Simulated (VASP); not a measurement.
Write the native input for VASP 6.6.1 that does the following.

```yaml
Task: relaxation of cell and atoms
Functional: PBE
Potentials_or_basis: VASP PAW PBE potentials, release 64 (Si)
Cutoff: 600 eV
k_mesh: 13 × 13 × 13
Occupations: fermi-dirac, width 0.1 eV
Spin: no spin polarisation
Target_pressure: 26 GPa
Dipole_correction: no
Further_INCAR_settings: ALGO = Normal; EDIFF = 1e-07; IBRION = 2; EDIFFG = -0.005; NSW = 32; ISIF = 3
```

The structure of Si lies in POSCAR:

```
Si
1.0
    0.0000000000      2.5628050369      2.5628050369
    2.5628050369      0.0000000000      2.5628050369
    2.5628050369      2.5628050369      0.0000000000
Si
2
Direct
   -0.1250000000     -0.1250000000     -0.1250000000
    0.1250000000      0.1250000000      0.1250000000
```

The input as run:

INCAR

```
ALGO = Normal ; EDIFF = 1E-7
EDIFFG = -0.005 ; ENCUT = 600
GGA = PE ; IBRION = 2
ISIF = 3 ; ISMEAR = -1
LASPH = True ; LCHARG = False
LREAL = False ; LWAVE = False
NELM = 60 ; NSW = 32
PREC = Accurate ; PSTRESS = 260.0
SIGMA = 0.1
```

KPOINTS

```
k-points
0
Gamma
  13 13 13
```

Potentials or basis: VASP PAW PBE potentials, release 64 (Si).

Command:

```sh
$ cat potpaw_PBE.64/Si/POTCAR > POTCAR
$ mpirun -np 1 vasp_std > vasp.out
```

It gave:

The relaxed volume is 16.82 Å³/atom, the relaxed cell is a = 3.624 Å, b = 3.624 Å, c = 3.624 Å, α = 60.00°, β = 60.00°, γ = 60.00° and the space group after relaxing (to 0.05 Å) is Fd-3m (No. 227). The energy change on relaxing (the enthalpy is what falls) is +1.5 meV/atom, the ionic steps are 3 and the pressure after relaxing is 26.0 GPa. The band gap on the k mesh is 0.22 eV, indirect (least direct gap 2.62 eV).

Caveat: the cell is relaxed towards a set pressure, so the enthalpy falls and the energy may rise.

It took 22 s on 1 thread of Intel(R) Xeon(R) 6975P-C (Granite Rapids), on a shared host, peak memory 0.16 GiB.
